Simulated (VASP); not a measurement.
# Au (P6_3/mmc) in VASP: a series of runs, part 2 of 2

VASP 6.6.1. Earlier steps stand in the parts before.

## Step 3: Single point, PBE

This run uses another cell than the first one: it holds 4 atoms, not 2.

INCAR

```
PREC = Accurate
ENCUT = 520
EDIFF = 1E-6
ISMEAR = -1
SIGMA = 0.1
LREAL = False
LASPH = True
NELM = 80
ALGO = Normal
ISIF = 2
LWAVE = False
LCHARG = True
GGA = PE
LELF = True
LVHAR = True
NBANDS = 30
```

KPOINTS

```
Automatic mesh
0
Gamma
  14 14 4
```

POSCAR

```
Au
1.0
    2.4897548019      0.0000000000      0.0000000000
   -1.2448774009      2.1561909076      0.0000000000
    0.0000000000      0.0000000000      8.2206112277
Au
4
Direct
    0.0000000000      0.0000000000      0.0000000000
    0.0000000000      0.0000000000      0.5000000000
    0.3333333333      0.6666666667      0.2500000000
    0.6666666667      0.3333333333      0.7500000000
```

Potentials or basis: VASP PAW PBE potentials, release 64 (Au).

Run with:

```bash
$ cat potpaw_PBE.64/Au/POTCAR > POTCAR
$ mpirun -np 1 vasp_std > vasp.out
```

It took 32 s on 1 thread of Intel Xeon 6975P-C (Granite Rapids), shared host; peak memory 0.21 GiB.

It converged, with:

- Free energy: 1.0459 eV
- Pressure: 271.1 GPa
- Band gap on the k mesh: zero (band 22 reaches 22.85 eV, above the bottom of band 23 at 15.71 eV)

Stress tensor (GPa, compression positive):
```
271.09   0.00   0.00
  0.00 271.09   0.00
  0.00   0.00 271.20
```

Levels at points of the mesh, in eV from the Fermi level:
```csv
k point,band 19,band 20,band 21,band 22,band 23,band 24,band 25,band 26
"(0.00, 0.00, 0.00)",-4.88,-4.11,-4.11,-3.70,-2.88,-2.88,5.65,11.14
"(0.50, 0.00, 0.00)",-2.16,-2.11,-2.11,-1.63,1.62,2.04,6.40,6.42
"(0.00, 0.00, 0.50)",-5.34,-5.34,-3.44,-3.44,-3.44,-3.44,8.85,8.85
"(0.50, 0.00, 0.50)",-2.16,-2.16,-0.02,-0.02,1.32,1.32,6.40,6.40
```

Caveat: spin-orbit coupling is left out, which moves the levels of the heavy elements.

## Step 4: Single point, PBE

INCAR

```
  ALGO = Normal
  EDIFF = 1E-6
  ENCUT = 520
  GGA = PE
  ISIF = 2
  ISMEAR = -1
  LASPH = True
  LCHARG = False
  LREAL = False
  LWAVE = False
  NBANDS = 18
  NELM = 60
  PREC = Accurate
  SIGMA = 0.1
```

KPOINTS

```
k-points
0
Gamma
  18 18 10
```

POSCAR

```
Au
1.0
    2.4866725862      0.0000000000      0.0000000000
   -1.2433362931      2.1535216306      0.0000000000
    0.0000000000      0.0000000000      4.1198453585
Au
2
Direct
    0.3333333333      0.6666666667      0.2500000000
    0.6666666667      0.3333333333      0.7500000000
```

Potentials or basis: VASP PAW PBE potentials, release 64 (Au).

Run with:

```bash
$ cat potpaw_PBE.64/Au/POTCAR > POTCAR
$ mpirun -np 1 vasp_std > vasp.out
```

OUTCAR:

```text
EDIFF = 1E-6
   ENCUT = 520
   GGA = PE
   ISIF = 2
   ISMEAR = -1
   LASPH = True
   LREAL = False
   NELM = 60
   PREC = Accurate

 ion  position               nearest neighbor table
   1  0.333  0.667  0.250-   2 2.51   2 2.51   2 2.51   2 2.51   2 2.51   2 2.51   2 3.53   2 3.53
                             2 3.53   2 3.53   2 3.53   2 3.53
   2  0.667  0.333  0.750-   1 2.51   1 2.51   1 2.51   1 2.51   1 2.51   1 2.51   1 3.53   1 3.53
                             1 3.53   1 3.53   1 3.53   1 3.53

  LATTYP: Found a hexagonal cell.
 ALAT       =     2.4866725862
 C/A-ratio  =     1.6567703289

  Lattice vectors:
[... 676 lines left out ...]
      5      11.3438      2.00000
      6      11.3801      2.00000
[... 10 lines left out ...]
     17      32.3069      0.00000
     18      36.5517      0.00000

 [... further k-points ...]
[... 5 lines left out ...]
  --------------------------------------------------------------------------------------
  -------------------------------------------------------------------------------------
  Total       37.3287411     37.3287411     37.3485075     -0.0000000      0.0000000      0.0000000
  in kB     2710.8479976   2710.8479977   2712.2834489     -0.0000000      0.0000000      0.0000000
  external PRESSURE =    2711.3264814 kB  Pullay stress =       0.0000000 kB

 VOLUME and BASIS-vectors are now :
 -----------------------------------------------------------------------------
  energy-cutoff  :      520.00
  volume of cell :       22.06
      direct lattice vectors                 reciprocal lattice vectors
     2.486672586  0.000000000  0.000000000     0.402143815  0.232177840  0.000000000
    -1.243336293  2.153521631  0.000000000     0.000000000  0.464355679  0.000000000
     0.000000000  0.000000000  4.119845359     0.000000000  0.000000000  0.242727557

 POSITION                                       TOTAL-FORCE (eV/Angst)
 -----------------------------------------------------------------------------------
     -0.00000      1.43568      1.02996         0.000000     -0.000000      0.000000
      1.24334      0.71784      3.08988        -0.000000      0.000000      0.000000
 -----------------------------------------------------------------------------------
    total drift:                                0.000000     -0.000000      0.000000

  FREE ENERGIE OF THE ION-ELECTRON SYSTEM (eV)
  ---------------------------------------------------
  free  energy   TOTEN  =         0.5309633393 eV

  energy  without entropy=        0.5444228219  energy(sigma->0) =        0.53769308
```

stdout:

```text
POSCAR found type information on POSCAR Au
 POSCAR found :  1 types and       2 ions
 scaLAPACK will be used
 LDA part: xc-table for (Slater+PW92), standard interpolation
 POSCAR, INCAR and KPOINTS ok, starting setup
 FFT: planning ... GRIDC
 FFT: planning ... GRID_SOFT
 FFT: planning ... GRID
 WAVECAR not read
 entering main loop
```

Wall time 31 s (1 thread of Intel Xeon Platinum 8488C (Sapphire Rapids), shared host); peak memory 0.19 GiB.

What came out:

- Free energy: 0.5310 eV
- Pressure: 271.1 GPa
- Band gap on the k mesh: zero (band 11 reaches 25.06 eV, above the bottom of band 12 at 15.02 eV)

Levels at points of the mesh, in eV from the Fermi level:
| k point | band 9 | band 10 | band 11 | band 12 | band 13 | band 14 |
| --- | --- | --- | --- | --- | --- | --- |
| (0.00, 0.00, 0.00) | -6.21 | -3.73 | -3.22 | -3.22 | 5.52 | 12.60 |
| (0.50, 0.00, 0.00) | -2.49 | -2.08 | 0.49 | 2.58 | 7.17 | 9.17 |
| (0.00, 0.00, 0.50) | -4.12 | -4.12 | -4.12 | -4.12 | 11.97 | 11.97 |
| (0.50, 0.00, 0.50) | -2.27 | -2.27 | -0.52 | -0.52 | 6.74 | 6.74 |

Caveat: spin-orbit coupling is left out, which moves the levels of the heavy elements.

## Step 5: Relaxation of cell and atoms, PBE, target pressure 270 GPa, at which the enthalpy is minimised

INCAR

```
SYSTEM = Au
ALGO = Normal ; EDIFF = 1E-6
EDIFFG = -0.005 ; ENCUT = 600
GGA = PE ; IBRION = 2
ISIF = 3 ; ISMEAR = -1
LASPH = .True. ; LCHARG = .False.
LREAL = .False. ; LWAVE = .False.
NELM = 80 ; NSW = 32
PREC = Accurate ; PSTRESS = 2700.0
SIGMA = 0.1
```

KPOINTS

```
k-points
0
Gamma
  18 18 10
  0 0 0
```

POSCAR

```
Au
1.0
    2.4866725862      0.0000000000      0.0000000000
   -1.2433362931      2.1535216305      0.0000000000
    0.0000000000      0.0000000000      4.1198453585
Au
2
Direct
    0.3333333333      0.6666666667      0.2500000000
    0.6666666667      0.3333333333      0.7500000000
```

Run with:

```bash
$ cat potpaw_PBE.64/Au/POTCAR > POTCAR
$ mpirun -np 1 vasp_std > vasp.out
```

It took 4.5 min on 1 thread of AMD EPYC 7R13, shared host; peak memory 0.18 GiB.

Results (log left out):

* Free energy: 0.4920 eV
* Relaxed volume: 11.04 Å³/atom
* Relaxed cell: a = 2.488 Å, b = 2.488 Å, c = 4.121 Å, α = 90.00°, β = 90.00°, γ = 120.00°
* Space group after relaxing (to 0.05 Å): P6_3/mmc (No. 194)
* Energy change on relaxing (the enthalpy is what falls): -19.5 meV/atom
* Ionic steps: 5
* Pressure after relaxing: 270.0 GPa
* Band gap on the k mesh: zero (band 11 reaches 25.02 eV, above the bottom of band 12 at 14.99 eV)

Stress tensor (GPa, compression positive):
```
269.93   0.00   0.00
  0.00 269.93   0.00
  0.00   0.00 270.06
```

Step by step:
```csv
step,energy change (eV),largest force (eV/Å),pressure (GPa),volume (Å³)
1,0.0000,0.0000,271.30,22.06
2,-0.4725,0.0000,255.00,22.35
3,-0.0375,0.0000,270.01,22.08
4,-0.0382,0.0000,270.00,22.08
5,-0.0390,0.0000,269.97,22.09
```

Final structure:
```cif
data_structure
_symmetry_space_group_name_H-M 'P 1'
_symmetry_Int_Tables_number 1
_cell_length_a 2.4875
_cell_length_b 2.4875
_cell_length_c 4.1214
_cell_angle_alpha 90.000
_cell_angle_beta 90.000
_cell_angle_gamma 120.000
_cell_volume 22.09
loop_
_atom_site_label
_atom_site_type_symbol
_atom_site_fract_x
_atom_site_fract_y
_atom_site_fract_z
_atom_site_occupancy
Au1 Au 0.33333 0.66667 0.25000 1
Au2 Au 0.66667 0.33333 0.75000 1
```

Levels at points of the mesh, in eV from the Fermi level:
```tsv
k point	band 8	band 9	band 10	band 11	band 12	band 13	band 14	band 15
(0.00, 0.00, 0.00)	-6.20	-6.20	-3.72	-3.22	-3.22	5.51	12.61	14.53
(0.50, 0.00, 0.00)	-2.53	-2.49	-2.08	0.49	2.58	7.17	9.16	10.83
(0.00, 0.00, 0.50)	-8.26	-4.11	-4.11	-4.11	-4.11	11.98	11.98	15.33
(0.50, 0.00, 0.50)	-4.23	-2.27	-2.27	-0.52	-0.52	6.73	6.73	14.49
```

Caveat: the cell is relaxed towards a set pressure, so the enthalpy falls and the energy may rise; spin-orbit coupling is left out, which moves the levels of the heavy elements.

## Step 6: Overview

| task | cell | k mesh | cutoff (eV) | gap on the mesh (eV) | pressure (GPa) |
| --- | --- | --- | --- | --- | --- |
| single point | a = 2.487, b = 2.487, c = 4.120 Å, angles 90.0, 90.0, 120.0°, 2 atoms | 18 × 18 × 10 | 520 | none | 271.1 |
| single point | a = 2.490, b = 2.490, c = 8.221 Å, angles 90.0, 90.0, 120.0°, 4 atoms | 14 × 14 × 4 | 520 | none | 271.1 |
| relaxation of cell and atoms | relaxed to 270 GPa from a = 2.487, b = 2.487, c = 4.120 Å, angles 90.0, 90.0, 120.0°, 2 atoms | 18 × 18 × 10 | 600 | none | 270.0 |

Alike in all rows: level PBE; potentials or basis VASP PAW PBE potentials, release 64 (Au); no spin polarisation; smearing fermi-dirac 0.1 eV.

Caveats: spin-orbit coupling is left out, which moves the levels of the heavy elements; the cell is relaxed towards a set pressure, so the enthalpy falls and the energy may rise (some runs).

Absolute energies hang on the potentials; compare differences alone.
